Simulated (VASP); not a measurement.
Mn, 2 atoms in the cell. Symmetry: Im-3m, No. 229, cubic system. The conventional cell has a = 2.840 Å, b = 2.840 Å, c = 2.840 Å, α = 90.00°, β = 90.00°, γ = 90.00°. Within 3.2 Å of Mn (site symmetry m-3m) lie 14 Mn at 2.46 to 2.84 Å. 

```yaml
Program: VASP 6.6.1
Task: single point
Functional: PBE
Potentials_or_basis: VASP PAW PBE potentials, release 64 (Mn_pv)
Cutoff: 520 eV
k_mesh: 6 × 6 × 6
Occupations: fermi-dirac, width 0.05 eV
Spin: collinear spin, ferromagnetic start
Starting_moments: "[3.0, 3.0] μB"
Dipole_correction: no
Further_INCAR_settings: ALGO = Normal; EDIFF = 1e-06; NBANDS = 24
```

Potentials or basis: VASP PAW PBE potentials, release 64 (Mn_pv).

Run with:

```console
$ cat potpaw_PBE.64/Mn_pv/POTCAR > POTCAR
$ mpirun -np 1 vasp_std > vasp.out
```

Hardware: 1 thread of Intel(R) Xeon(R) 6975P-C (Granite Rapids), on a shared host.

Problem. How long does it take, and how much memory?

Solution. It took 8.8 s on 1 thread of Intel(R) Xeon(R) 6975P-C (Granite Rapids), on a shared host, peak memory 0.14 GiB. Counts: scf iterations 14, k points 20.
